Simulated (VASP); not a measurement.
Input of a VASP 6.6.1 run:

Contents of INCAR:

```
SYSTEM = Ir
PREC = Accurate
ENCUT = 500
EDIFF = 1E-6
ISMEAR = 0
SIGMA = 0.1
LREAL = .FALSE.
LASPH = .TRUE.
NELM = 120
ALGO = Normal
ISIF = 2
LWAVE = .FALSE.
LCHARG = .FALSE.
GGA = PS
NBANDS = 10
GGA_COMPAT = .FALSE.
```

The input KPOINTS:

```
Automatic mesh
0
G
  12 12 12
  0 0 0
```

Contents of POSCAR:

```
Ir
1.0
    0.0000000000      1.9156000000      1.9156000000
    1.9156000000      0.0000000000      1.9156000000
    1.9156000000      1.9156000000      0.0000000000
Ir
1
Direct
    0.0000000000      0.0000000000      0.0000000000
```

Potentials or basis: VASP PAW PBE potentials, release 64 (Ir).

The run is started by

```sh
$ cat potpaw_PBE.64/Ir/POTCAR > POTCAR
$ mpirun -np 1 vasp_std > vasp.out
```

(1) Predict the pressure.

Results:

(1) 0.3 GPa.

Caveat: the PAW data sets were made with another functional, which shifts forces and pressure a little.
